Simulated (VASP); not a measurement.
Wanted: the native input for a VASP 6.6.1 run.

- Task: single point
- Functional: LDA
- Potentials or basis: VASP PAW LDA potentials, release 64 (Cs_sv)
- Cutoff: 520 eV
- k mesh: 7 × 7 × 7
- Occupations: fermi-dirac, width 0.1 eV
- Spin: no spin polarisation
- Dipole correction: no
- Further INCAR settings: ALGO = Normal; EDIFF = 1e-06; NBANDS = 10

The structure of Cs lies in POSCAR:

```
Cs
1.0
   -3.0335000000      3.0335000000      3.0335000000
    3.0335000000     -3.0335000000      3.0335000000
    3.0335000000      3.0335000000     -3.0335000000
Cs
1
Direct
    0.0000000000      0.0000000000      0.0000000000
```

The input as run:

INCAR

```
SYSTEM = Cs
ALGO     = Normal         ! electronic algorithm
EDIFF    = 1E-6           ! SCF threshold, eV
ENCUT    = 520            ! plane-wave cutoff, eV
GGA      = CA             ! functional
ISIF     = 2              ! what is computed and relaxed
ISMEAR   = -1             ! smearing method
LASPH    = .TRUE.         ! aspherical terms in the spheres
LCHARG   = .FALSE.        ! write CHGCAR
LREAL    = .FALSE.        ! projectors in reciprocal space
LWAVE    = .FALSE.        ! write WAVECAR
NBANDS   = 10             ! bands
NELM     = 80             ! most SCF steps
PREC     = Accurate       ! precision mode
SIGMA    = 0.1            ! smearing width, eV
```

KPOINTS

```
k-points
0
G
  7 7 7
  0 0 0
```

Potentials or basis: VASP PAW LDA potentials, release 64 (Cs_sv).

Launch:

```sh
$ cat potpaw_LDA.64/Cs_sv/POTCAR > POTCAR
$ mpirun -np 1 vasp_std > vasp.out
```

Results of the run:

- Pressure: -0.3 GPa

Run time: 8.4 s on 1 thread of Intel(R) Xeon(R) Platinum 8375C CPU @ 2.90GHz (Ice Lake), with other jobs on the host, peak memory 0.19 GiB.
